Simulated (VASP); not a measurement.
## Be2CdO3: single point with PBE

Crystal: Be2CdO3.

```xyz
6
Lattice="2.3997 1.3855 3.6793 -2.3997 1.3855 3.6793 0.0000 -2.7709 3.6793" Properties=species:S:1:pos:R:3 pbc="T T T"
Be    0.0000    0.0000    6.9083
Be    0.0000    0.0000    4.1296
Cd    0.0000    0.0000    0.0000
O    -1.1998    0.6927    1.8396
O     1.1998    0.6927    1.8396
O     0.0000   -1.3855    1.8396
```

```yaml
Program: VASP 6.6.1
Task: single point
Functional: PBE
Potentials_or_basis: VASP PAW PBE potentials, release 64 (Be, Cd, O)
Cutoff: 520 eV
k_mesh: 6 × 6 × 6
Occupations: gaussian, width 0.1 eV
Spin: collinear spin, ferromagnetic start
Starting_moments: "[0.0, 0.0, 0.0, 1.0, 1.0, 1.0] μB"
Dipole_correction: no
Further_INCAR_settings: ALGO = Normal; EDIFF = 1e-07; NBANDS = 30
```

```json
{
 "Pressure": "-4.4 GPa",
 "Net moment": "2.05 μB per cell",
 "Site moments": "Be +0.03; Cd +0.01; O +0.57 μB",
 "Valence electrons inside the program's atomic spheres": "Be 0.56; Cd 10.30; O 4.78"
}
```

Forces on the atoms (eV/Å):
```
Be   0.000  0.000 -0.003
Be   0.000  0.000  0.003
Cd   0.000  0.000  0.000
O    0.000  0.000  0.000
O    0.000  0.000  0.000
O    0.000  0.000  0.000
```

Stress tensor (GPa, compression positive):
```
  4.01   0.00   0.00
  0.00   4.01   0.00
  0.00   0.00 -21.22
```

Levels at points of the mesh, in eV from the Fermi level:
Spin up:
```
           k point  band 14  band 15  band 16  band 17  band 18  band 19  band 20  band 21  band 22  band 23
(0.00, 0.00, 0.00)    -3.23    -3.23    -0.73    -0.70    -0.70     1.46     1.69     1.69     3.29     4.45
(0.50, 0.00, 0.00)    -2.88    -2.70    -2.46    -0.66    -0.60    -0.25     1.76     2.75     2.93     5.94
(0.50, 0.50, 0.00)    -3.20    -2.26    -1.55    -0.51    -0.17     0.92     1.07     2.64     4.06     4.73
(0.50, 0.50, 0.50)    -1.68    -0.78    -0.70    -0.50    -0.50     0.93     2.66     2.66     2.98     2.98
```
Spin down:
```
           k point  band 13  band 14  band 15  band 16  band 17  band 18  band 19  band 20
(0.00, 0.00, 0.00)    -3.61    -2.65    -2.65     0.14     1.09     1.09     1.29     1.91
(0.50, 0.00, 0.00)    -3.24    -2.02    -1.63    -1.46     0.03     0.42     0.93     2.20
(0.50, 0.50, 0.00)    -2.51    -1.75    -1.34    -0.93     0.45     1.15     1.35     1.53
(0.50, 0.50, 0.50)    -1.13    -1.13    -0.86     0.18     1.31     1.31     1.45     2.81
```

Wall time 74 s on 1 thread of Intel(R) Xeon(R) 6975P-C (Granite Rapids), with other jobs on the host, peak memory 0.3 GiB.
